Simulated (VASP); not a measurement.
# PbSe (Fm-3m) in VASP: a series of runs

PbSe is run at these levels: PBE+D3(BJ); tasks: single point.

Everything below comes from runs of VASP 6.6.1. Logs are shortened: lines on timing, memory, paths and dates and some standing lists are left out, and cuts for length are marked.

## 1. The cell of the first run

It takes space group Fm-3m (No. 225, cubic). Conventional cell: a = 6.034 Å, b = 6.034 Å, c = 6.034 Å, α = 90.00°, β = 90.00°, γ = 90.00°. Within 4.0 Å of Pb (site symmetry m-3m) lie 6 Se at 3.02 Å. Se (site symmetry m-3m) has 6 Pb at 3.02 Å within 4.0 Å.

## 2. Single point, PBE+D3(BJ) (volume 27.467 Å^3 an atom, c/a of the conventional cell 1.0000)

Contents of INCAR:

```
SYSTEM = PbSe
PREC     = Accurate       ! precision mode
ENCUT    = 520            ! plane-wave cutoff, eV
EDIFF    = 1E-6           ! SCF threshold, eV
ISMEAR   = 0              ! smearing method
SIGMA    = 0.03           ! smearing width, eV
LREAL    = .False.        ! projectors in reciprocal space
LASPH    = .True.         ! aspherical terms in the spheres
NELM     = 60             ! most SCF steps
ALGO     = Normal         ! electronic algorithm
ISIF     = 2              ! what is computed and relaxed
LWAVE    = .False.        ! write WAVECAR
LCHARG   = .True.         ! write CHGCAR
GGA      = PE             ! functional
IVDW     = 12             ! dispersion correction
LELF     = .True.         ! ELF
LVHAR    = .True.       
NBANDS   = 17             ! bands
```

Contents of KPOINTS:

```
regular mesh
0
Gamma
  10 10 10
  0 0 0
```

Contents of POSCAR:

```
PbSe
1.0
    0.0000000000      3.0171975230      3.0171975230
    3.0171975230      0.0000000000      3.0171975230
    3.0171975230      3.0171975230      0.0000000000
Pb Se
1 1
Direct
    0.0000000000      0.0000000000      0.0000000000
    0.5000000000      0.5000000000      0.5000000000
```

Potentials or basis: VASP PAW PBE potentials, release 64 (Pb_d, Se).

The run is started by

```sh
cat potpaw_PBE.64/Pb_d/POTCAR potpaw_PBE.64/Se/POTCAR > POTCAR
mpirun -np 1 vasp_std > vasp.out
```

OUTCAR:

```text
SYSTEM = PbSe
   PREC = Accurate
   ENCUT = 520
   EDIFF = 1E-6
   ISMEAR = 0
   LREAL = .False.
   LASPH = .True.
   NELM = 60
   ISIF = 2
   GGA = PE
   IVDW = 12
 IVDW          = 12

 ion  position               nearest neighbor table
   1  0.000  0.000  0.000-   2 3.02   2 3.02   2 3.02   2 3.02   2 3.02   2 3.02
   2  0.500  0.500  0.500-   1 3.02   1 3.02   1 3.02   1 3.02   1 3.02   1 3.02

  LATTYP: Found a face centered cubic cell.
 ALAT       =     6.0343950460

  Lattice vectors:

 A1 = (   0.0000000000,   3.0171975230,   3.0171975230)
 A2 = (   3.0171975230,   0.0000000000,   3.0171975230)
 A3 = (   3.0171975230,   3.0171975230,   0.0000000000)

Analysis of symmetry for initial positions (statically):
=====================================================================
 Subroutine PRICEL returns:
 Original cell was already a primitive cell.

 Routine SETGRP: Setting up the symmetry group for a
 face centered cubic supercell.

 Subroutine GETGRP returns: Found 48 space group operations
 (whereof 48 operations were pure point group operations)
 out of a pool of 48 trial point group operations.

The static configuration has the point symmetry O_h .

Analysis of symmetry for dynamics (positions and initial velocities):
=====================================================================
 Subroutine PRICEL returns:
 Original cell was already a primitive cell.

 Routine SETGRP: Setting up the symmetry group for a
 face centered cubic supercell.

 Subroutine GETGRP returns: Found 48 space group operations
 (whereof 48 operations were pure point group operations)
 out of a pool of 48 trial point group operations.

The dynamic configuration has the point symmetry O_h .

 Subroutine INISYM returns: Found 48 space group operations
 (whereof 48 operations are pure point group operations),
 and found     1 'primitive' translations

----------------------------------------------------------------------------------------

                                     Primitive cell

  volume of cell :      54.9340

  direct lattice vectors                    reciprocal lattice vectors
     0.000000000  3.017197523  3.017197523    -0.165716694  0.165716694  0.165716694
     3.017197523  0.000000000  3.017197523     0.165716694 -0.165716694  0.165716694
     3.017197523  3.017197523  0.000000000     0.165716694  0.165716694 -0.165716694

  length of vectors
     4.266961657  4.266961657  4.266961657     0.287029734  0.287029734  0.287029734

[... 80 lines left out ...]
   EDIFF  = 0.1E-05   stopping-criterion for ELM
   LREAL  =      F    real-space projection
   EDIFFG = 0.1E-04   stopping-criterion for IOM
   NSW    =      0    number of steps for IOM
   IBRION =     -1    ionic relax: 0-MD 1-quasi-New 2-CG
   NFREE  =      0    steps in history (QN), initial steepest desc. (CG)
   ISIF   =      2    stress and relaxation
   ISYM   =      2    0-nonsym 1-usesym 2-fastsym
   POTIM  = 0.5000    time-step for ionic-motion
   TEBEG  =    0.0;   TEEND  =   0.0 temperature during run
   PSTRESS=    0.0 pullay stress
   NELECT =      20.0000    total number of electrons
   NUPDOWN=      -1.0000    fix difference up-down
   EMIN   =  10.00;   EMAX   =-10.00  energy-range for DOS
   EFERMI =   0.00;   METHOD = LEGACY
   ISMEAR =     0;   SIGMA  =   0.03  broadening in eV -4-tet -1-fermi 0-gaus
   EFERMI_NEDOS =   21; number of points for ismear=-14 and -15
   IALGO  =     38    algorithm
   IMIX   =      4    mixing-type and parameters
     AMIX     =   0.40;   BMIX     =  1.00
     AMIX_MAG =   1.60;   BMIX_MAG =  1.00
  volume/ion in A,a.u.               =      27.47       185.36
  Fermi-wavevector in a.u.,A,eV,Ry     =   1.168973  2.209038 18.592327  1.366498
  Thomas-Fermi vector in A             =   2.305452
   LORBIT       =      0    0 simple, 1 ext, 2 COOP (PROOUT), +10 PAW based schemes
   GGA     = PE    functional components
   LHFCALC =     F    Hartree Fock is set to
   AEXX    =    0.0000 exact exchange contribution
   IVDW    =    12    specifies the selected vdW correction
   LEPSILON=     F    determine dielectric tensor
   LRPA    =     F    only Hartree local field effects (RPA)
 non-spin polarized calculation
 Gauss-broadening in eV      SIGMA  =   0.03
  energy-cutoff  :      520.00
  volume of cell :       54.93
 maximum number of plane-waves:      1494
   NGX = 15   NGY = 15   NGZ = 15

 number of electron      20.0000005 magnetization

 Free energy of the ion-electron system (eV)
  ---------------------------------------------------
  ext. energy  EPLUGINS =         0.00000000
  ---------------------------------------------------
  free energy    TOTEN  =        -8.12095492 eV

  energy without entropy =       -8.12095427  energy(sigma->0) =       -8.12095460

 E-fermi :   5.7268     XC(G=0):  -9.7296

 val. band max:        5.6575495324   @ k =   0.5000   0.0000   0.0000
 cond. band min:       5.7960316757   @ k =   0.5000   0.0000   0.0000
 fundamental gap:      0.1384821433
 Fermi energy:         5.7267905845

 k-point     1 :       0.0000    0.0000    0.0000
  band No.  band energies     occupation
      1     -11.3004      2.00000
      2     -11.3004      2.00000
      3     -11.3004      2.00000
      4     -11.2986      2.00000
      5     -11.2986      2.00000
      6      -8.3563      2.00000
[... 457 lines left out ...]
      4     -11.2609      2.00000
      5     -11.2578      2.00000
      6      -7.1520      2.00000
[... 9 lines left out ...]
     16      16.3932      0.00000
     17      17.1472      0.00000

 [... further k-points ...]

------------------------ aborting loop because EDIFF is reached ----------------------------------------

 Edisp (eV)   -0.76967

 E8    (eV) :    -0.3589

  FORCE on cell =-STRESS in cart. coord.  units (eV):
  Direction    XX          YY          ZZ          XY          YZ          ZX
  --------------------------------------------------------------------------------------
  -------------------------------------------------------------------------------------
  Total       0.96331     0.96331     0.96331     0.00000     0.00000    -0.00000
  in kB      28.09543    28.09543    28.09543     0.00000     0.00000    -0.00000
  external pressure =       28.10 kB  Pullay stress =        0.00 kB

 VOLUME and BASIS-vectors are now :
 -----------------------------------------------------------------------------
  energy-cutoff  :      520.00
  volume of cell :       54.93
      direct lattice vectors                 reciprocal lattice vectors
     0.000000000  3.017197523  3.017197523    -0.165716694  0.165716694  0.165716694
     3.017197523  0.000000000  3.017197523     0.165716694 -0.165716694  0.165716694
     3.017197523  3.017197523  0.000000000     0.165716694  0.165716694 -0.165716694

 POSITION                                       TOTAL-FORCE (eV/Angst)
 -----------------------------------------------------------------------------------
      0.00000      0.00000      0.00000        -0.000000     -0.000000      0.000000
      3.01720      3.01720      3.01720         0.000000      0.000000     -0.000000
 -----------------------------------------------------------------------------------
    total drift:                                0.000000     -0.000000     -0.000000

  FREE ENERGIE OF THE ION-ELECTRON SYSTEM (eV)
  ---------------------------------------------------
  free  energy   TOTEN  =        -8.8906214512 eV

  energy  without entropy=       -8.8906207933  energy(sigma->0) =       -8.89062112
```

OSZICAR:

```text
N       E                     dE             d eps       ncg     rms          rms(c)
DAV:   1     0.157590216337E+03    0.15759E+03   -0.95637E+03  1598   0.122E+03
DAV:   2     0.327118457653E+01   -0.15432E+03   -0.14907E+03  1679   0.312E+02
DAV:   3    -0.810846064570E+01   -0.11380E+02   -0.11302E+02  2073   0.901E+01
DAV:   4    -0.837447030885E+01   -0.26601E+00   -0.26580E+00  1991   0.151E+01
DAV:   5    -0.838324072657E+01   -0.87704E-02   -0.87698E-02  2269   0.268E+00    0.287E+00
DAV:   6    -0.812365167002E+01    0.25959E+00   -0.61278E-01  2450   0.566E+00    0.167E+00
DAV:   7    -0.811811128532E+01    0.55404E-02   -0.11685E-01  1955   0.169E+00    0.876E-01
DAV:   8    -0.812123896755E+01   -0.31277E-02   -0.12026E-02  1974   0.124E+00    0.133E-01
DAV:   9    -0.812090398752E+01    0.33498E-03   -0.23440E-03  2453   0.514E-01    0.463E-02
DAV:  10    -0.812094815690E+01   -0.44169E-04   -0.20151E-04  1847   0.839E-02    0.181E-02
DAV:  11    -0.812095502070E+01   -0.68638E-05   -0.61376E-05  2142   0.791E-02    0.954E-03
DAV:  12    -0.812095492483E+01    0.95863E-07   -0.34361E-06  1941   0.127E-02
   1 F= -.88906215E+01 E0= -.88906211E+01  d E =-.657865E-06
```

stdout:

```text
POSCAR found type information on POSCAR PbSe
 POSCAR found :  2 types and       2 ions
 scaLAPACK will be used
 LDA part: xc-table for (Slater+PW92), standard interpolation
 POSCAR, INCAR and KPOINTS ok, starting setup
 FFT: planning ... GRIDC
 FFT: planning ... GRID_SOFT
 FFT: planning ... GRID
 WAVECAR not read
 entering main loop
```

Wall time 28 s (1 thread of Intel Xeon Platinum 8488C (Sapphire Rapids), shared host); peak memory 0.2 GiB.

What came out:

- Free energy: -8.8906 eV
- Pressure: 2.8 GPa
- Band gap on the k mesh: 0.14 eV, direct
- Dispersion energy per atom: -0.385 eV

Caveat: spin-orbit coupling is left out, which moves the levels of the heavy elements. A k mesh can miss the band edges.

## 3. Single point, PBE+D3(BJ) (volume 28.160 Å^3 an atom, c/a of the conventional cell 1.0000)

Contents of INCAR:

```
PREC = Accurate ; ENCUT = 520
EDIFF = 1E-7 ; ISMEAR = 0
SIGMA = 0.03 ; LREAL = F
LASPH = T ; NELM = 60
ALGO = Normal ; ISIF = 2
LWAVE = F ; LCHARG = T
GGA = PE ; IVDW = 12
LELF = T ; LVHAR = T
NBANDS = 17
```

Contents of KPOINTS:

```
regular mesh
0
Gamma
  10 10 10
```

Contents of POSCAR:

```
PbSe
1.0
    0.0000000000      3.0423619686      3.0423619686
    3.0423619686      0.0000000000      3.0423619686
    3.0423619686      3.0423619686      0.0000000000
Pb Se
1 1
Direct
    0.0000000000      0.0000000000      0.0000000000
    0.5000000000      0.5000000000      0.5000000000
```

Potentials or basis: VASP PAW PBE potentials, release 64 (Pb_d, Se).

The run is started by

```sh
cat potpaw_PBE.64/Pb_d/POTCAR potpaw_PBE.64/Se/POTCAR > POTCAR
mpirun -np 1 vasp_std > vasp.out
```

Run time: 29 s. Hardware: 1 thread of Intel Xeon Platinum 8488C (Sapphire Rapids), shared host; peak memory 0.21 GiB.

It converged, with:

```
Free energy                : -8.9087 eV
Pressure                   : 1.3 GPa
Band gap on the k mesh     : 0.23 eV, direct
Dispersion energy per atom : -0.375 eV
```

Levels at points of the mesh, in eV from the valence-band top:
```csv
k point,band 7,band 8,band 9,band 10,band 11,band 12,band 13,band 14
"(0.00, 0.00, 0.00)",-6.29,-1.98,-1.98,-1.98,4.73,4.73,4.73,6.46
"(0.50, 0.00, 0.00)",-8.93,-1.56,-1.56,0.00,0.23,1.64,1.64,8.55
"(0.50, 0.50, 0.00)",-7.43,-5.15,-3.37,-3.37,3.60,5.66,5.66,6.11
```

Caveat: spin-orbit coupling is left out, which moves the levels of the heavy elements.

## 4. Single point, PBE+D3(BJ) (volume 29.545 Å^3 an atom, c/a of the conventional cell 1.0000)

Contents of INCAR:

```
SYSTEM = PbSe
PREC     = Accurate       ! precision mode
ENCUT    = 520            ! plane-wave cutoff, eV
EDIFF    = 1E-7           ! SCF threshold, eV
ISMEAR   = 0              ! smearing method
SIGMA    = 0.03           ! smearing width, eV
LREAL    = .False.        ! projectors in reciprocal space
LASPH    = .True.         ! aspherical terms in the spheres
NELM     = 60             ! most SCF steps
ALGO     = Normal         ! electronic algorithm
ISIF     = 2              ! what is computed and relaxed
LWAVE    = .False.        ! write WAVECAR
LCHARG   = .False.        ! write CHGCAR
GGA      = PE             ! functional
IVDW     = 12             ! dispersion correction
NBANDS   = 17             ! bands
```

Contents of KPOINTS:

```
Automatic mesh
0
Gamma
  10 10 10
  0 0 0
```

Contents of POSCAR:

```
PbSe
1.0
    0.0000000000      3.0914436268      3.0914436268
    3.0914436268      0.0000000000      3.0914436268
    3.0914436268      3.0914436268      0.0000000000
Pb Se
1 1
Direct
    0.0000000000      0.0000000000      0.0000000000
    0.5000000000      0.5000000000      0.5000000000
```

Potentials or basis: VASP PAW PBE potentials, release 64 (Pb_d, Se).

The run is started by

```sh
cat potpaw_PBE.64/Pb_d/POTCAR potpaw_PBE.64/Se/POTCAR > POTCAR
mpirun -np 1 vasp_std > vasp.out
```

OUTCAR:

```text
SYSTEM = PbSe
   PREC = Accurate
   ENCUT = 520
   EDIFF = 1E-7
   ISMEAR = 0
   LREAL = .False.
   LASPH = .True.
   NELM = 60
   ISIF = 2
   GGA = PE
   IVDW = 12
 IVDW          = 12

 ion  position               nearest neighbor table
   1  0.000  0.000  0.000-   2 3.09   2 3.09   2 3.09   2 3.09   2 3.09   2 3.09
   2  0.500  0.500  0.500-   1 3.09   1 3.09   1 3.09   1 3.09   1 3.09   1 3.09

  LATTYP: Found a face centered cubic cell.
 ALAT       =     6.1828872536

  Lattice vectors:

 A1 = (   0.0000000000,   3.0914436268,   3.0914436268)
 A2 = (   3.0914436268,   0.0000000000,   3.0914436268)
 A3 = (   3.0914436268,   3.0914436268,   0.0000000000)

Analysis of symmetry for initial positions (statically):
=====================================================================
 Subroutine PRICEL returns:
 Original cell was already a primitive cell.

 Routine SETGRP: Setting up the symmetry group for a
 face centered cubic supercell.

 Subroutine GETGRP returns: Found 48 space group operations
 (whereof 48 operations were pure point group operations)
 out of a pool of 48 trial point group operations.

The static configuration has the point symmetry O_h .

Analysis of symmetry for dynamics (positions and initial velocities):
[... 162 lines left out ...]
 val. band max:        4.6799120161   @ k =   0.5000   0.0000   0.0000
 cond. band min:       5.0672393086   @ k =   0.5000   0.0000   0.0000
 fundamental gap:      0.3873272925
 Fermi energy:         4.8507765329

 k-point     1 :       0.0000    0.0000    0.0000
  band No.  band energies     occupation
      1     -12.0885      2.00000
      2     -12.0885      2.00000
      3     -12.0885      2.00000
      4     -12.0830      2.00000
      5     -12.0830      2.00000
      6      -8.6409      2.00000
[... 457 lines left out ...]
      4     -12.0587      2.00000
      5     -12.0563      2.00000
      6      -7.6343      2.00000
[... 9 lines left out ...]
     16      15.3897      0.00000
     17      16.1109      0.00000

 [... further k-points ...]

------------------------ aborting loop because EDIFF is reached ----------------------------------------

 Edisp (eV)   -0.71430

 E8    (eV) :    -0.3334

  FORCE on cell =-STRESS in cart. coord.  units (eV):
  Direction    XX          YY          ZZ          XY          YZ          ZX
  --------------------------------------------------------------------------------------
  -------------------------------------------------------------------------------------
  Total      -0.43075    -0.43075    -0.43075     0.00000     0.00000     0.00000
  in kB     -11.67930   -11.67930   -11.67930     0.00000     0.00000     0.00000
  external pressure =      -11.68 kB  Pullay stress =        0.00 kB

 VOLUME and BASIS-vectors are now :
 -----------------------------------------------------------------------------
  energy-cutoff  :      520.00
  volume of cell :       59.09
      direct lattice vectors                 reciprocal lattice vectors
     0.000000000  3.091443627  3.091443627    -0.161736735  0.161736735  0.161736735
     3.091443627  0.000000000  3.091443627     0.161736735 -0.161736735  0.161736735
     3.091443627  3.091443627  0.000000000     0.161736735  0.161736735 -0.161736735

 POSITION                                       TOTAL-FORCE (eV/Angst)
 -----------------------------------------------------------------------------------
      0.00000      0.00000      0.00000        -0.000000      0.000000      0.000000
      3.09144      3.09144      3.09144         0.000000     -0.000000     -0.000000
 -----------------------------------------------------------------------------------
    total drift:                                0.000000      0.000000      0.000000

  FREE ENERGIE OF THE ION-ELECTRON SYSTEM (eV)
  ---------------------------------------------------
  free  energy   TOTEN  =        -8.9097269676 eV

  energy  without entropy=       -8.9097269676  energy(sigma->0) =       -8.90972697
```

Run time: 44 s. Hardware: 1 thread of Intel Xeon Platinum 8488C (Sapphire Rapids), shared host; peak memory 0.23 GiB.

Results:

```yaml
Free_energy: -8.9097 eV
Pressure: -1.2 GPa
Band_gap_on_the_k_mesh: 0.39 eV, direct
Dispersion_energy_per_atom: -0.357 eV
```

Levels at points of the mesh, in eV from the valence-band top:
| k point | band 8 | band 9 | band 10 | band 11 | band 12 | band 13 |
| --- | --- | --- | --- | --- | --- | --- |
| (0.00, 0.00, 0.00) | -1.72 | -1.72 | -1.72 | 4.67 | 4.67 | 4.67 |
| (0.50, 0.00, 0.00) | -1.33 | -1.33 | 0.00 | 0.39 | 1.78 | 1.78 |
| (0.50, 0.50, 0.00) | -4.71 | -3.03 | -3.03 | 3.84 | 5.52 | 5.52 |

Caveat: spin-orbit coupling is left out, which moves the levels of the heavy elements.

[end of part 1 of 2]
